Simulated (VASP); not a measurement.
Wanted: the native input for a VASP 6.6.1 run.

```
Task                   : single point
Functional             : LDA
Potentials or basis    : VASP PAW LDA potentials, release 64 (Ge_d)
Cutoff                 : 520 eV
k mesh                 : 11 × 11 × 6
Occupations            : methfessel-paxton, width 0.05 eV
Spin                   : no spin polarisation
Dipole correction      : no
Further INCAR settings : ALGO = Normal; EDIFF = 1e-06; NBANDS = 21
```

The structure of Ge lies in POSCAR:

```
Ge
1.0
    1.4929937240     -2.6033102959      0.0000000000
    1.4929937240      2.6033102959      0.0000000000
    0.0000000000      0.0000000000      4.7433064277
Ge
2
Direct
    0.6665500000      0.3334500000      0.2500000000
    0.3334500000      0.6665500000      0.7500000000
```

This isn't the form of Ge at room conditions, which is diamond.

The input as run:

INCAR

```
SYSTEM = Ge
ALGO     = Normal         ! electronic algorithm
EDIFF    = 1E-6           ! SCF threshold, eV
ENCUT    = 520            ! plane-wave cutoff, eV
ISIF     = 2              ! what is computed and relaxed
ISMEAR   = 1              ! smearing method
LASPH    = .True.         ! aspherical terms in the spheres
LCHARG   = .False.        ! write CHGCAR
LREAL    = .False.        ! projectors in reciprocal space
LWAVE    = .False.        ! write WAVECAR
NBANDS   = 21             ! bands
NELM     = 100            ! most SCF steps
PREC     = Accurate       ! precision mode
SIGMA    = 0.05           ! smearing width, eV
```

KPOINTS

```
k-points
0
Gamma
  11 11 6
  0 0 0
```

Potentials or basis: VASP PAW LDA potentials, release 64 (Ge_d).

The run is started by

```console
$ cat potpaw_LDA.64/Ge_d/POTCAR > POTCAR
$ mpirun -np 1 vasp_std > vasp.out
```

Results of the run:

```json
{"Pressure": "-2.2 GPa", "Largest force": "0.010 eV/Å", "Band gap on the k mesh": "zero (bands 14 and 15 overlap by 9.14 eV)"}
```

Caveat: the stress differs along the axes, from -4 to 2 GPa.

Wall time 28 s on 1 thread of AMD EPYC 9R45 96-Core Processor (Zen 5) (shared host), peak memory 0.17 GiB.
